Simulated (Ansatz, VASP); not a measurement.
**NaI: VASP beside Ansatz**

```
Na I
1.0
     2.32827   -6.14318    0.00000
     2.32827    6.14318    0.00000
     0.00000    0.00000    4.62508
Na I
2 2
Cartesian
  2.3283 -4.3494 3.4688
  2.3283 4.3494 1.1563
  2.3283 -0.6143 3.4688
  2.3283 0.6143 1.1563
```

Alike in both runs: task single point; functional PBE; k mesh 4 × 4 × 4; occupations gaussian, width 0.1 eV; no spin polarisation.

|  | VASP | Ansatz |
| --- | --- | --- |
| version | VASP 6.6.1 | Ansatz 0.2.0 |
| potentials or method | VASP PAW PBE potentials, release 64 (Na_pv, I), cutoff 520 eV | scalar-relativistic, plane waves, PAW |
| valence electrons in the cell | 28 | 52 |

|  | VASP | Ansatz | Ansatz less VASP |
| --- | --- | --- | --- |
| gap on the k mesh at the Fermi level (eV) | none | none | - |
| pressure (GPa) | 13.6 | 13.6 | -0.01 |
| traceless stress, the component that is largest in VASP (GPa) | 18.73 | 18.74 | +0.013 |
| rms of the force components (eV/Å) | 3.018 | 3.023 | +0.0050 |

Atom by atom the forces differ by 0.005 eV/Å (rms over components). A gap of «none» marks a metal or a gap that the smearing closes. VASP's potentials hold 28 valence electrons a cell and Ansatz's 52, so a difference there can come from the potentials and not from the codes.

The k mesh is coarse, so the values compare programs but aren't converged. Spin-orbit coupling is off throughout.
